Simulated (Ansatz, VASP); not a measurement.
## One calculation of Ca, two programs

File INCAR:

```
  ALGO = Normal
  EDIFF = 1E-8
  ENCUT = 520
  GGA = PE
  ISIF = 2
  ISMEAR = -1
  LASPH = T
  LCHARG = F
  LEFG = T
  LREAL = F
  LWAVE = F
  NBANDS = 17
  NELM = 80
  PREC = Accurate
  SIGMA = 0.05
```

File KPOINTS:

```
k-points
0
Gamma
  11 11 11
```

The input POSCAR:

```
Ca
1.0
    0.0000000000      4.2597096006      4.3881377309
    4.2597096006      0.0000000000      4.3881377309
    4.2597096006      4.2597096006      0.0000000000
Ca
2
Direct
    0.0000000000      0.0000000000      0.0000000000
    0.2500000000      0.2500000000      0.2500000000
```

Input for Ansatz:

```yaml
crystal:
  lattice:
    - [0.0, 4.2597096006, 4.3881377309]
    - [4.2597096006, 0.0, 4.3881377309]
    - [4.2597096006, 4.2597096006, 0.0]
  atoms:
    - { symbol: Ca, position: [0.0, 0.0, 0.0] }
    - { symbol: Ca, position: [0.25, 0.25, 0.25] }
kpoints:
  mp_grid: { grid: [11, 11, 11] }
scf:
  occupations: { method: fermi_dirac, width: 0.05 }
hamiltonian:
  xc: pbe
  pseudopotentials: { kind: all_electron, datasets: crystal }
output:
  forces: true
  stress: true
  eigenvalues: true
  efg: { contact_densities: true }
```

Change from the starting cell: z stretched by +2 % at fixed volume, crystal datasets.

Alike in both runs: task electric field gradients; functional PBE; k mesh 11 × 11 × 11; occupations fermi-dirac, width 0.05 eV; no spin polarisation.

```csv
,VASP,Ansatz
version,VASP 6.6.1,Ansatz 0.2.0
potentials or method,"VASP PAW PBE potentials, release 64 (Ca_sv), cutoff 520 eV","all-electron PAW with datasets made for the crystal, scalar-relativistic"
```

|  | VASP | Ansatz | Ansatz less VASP |
| --- | --- | --- | --- |
| pressure (GPa) | 0.0 | 0.0 | 0.00 |
| traceless stress, the component that is largest in VASP (GPa) | 0.12 | 0.12 | -0.001 |
| size of Vzz on the site where it differs most (V/Å²) | 0.8 | 0.8 | -0.02 |

Ansatz ran all-electron here, and VASP with PAW potentials.
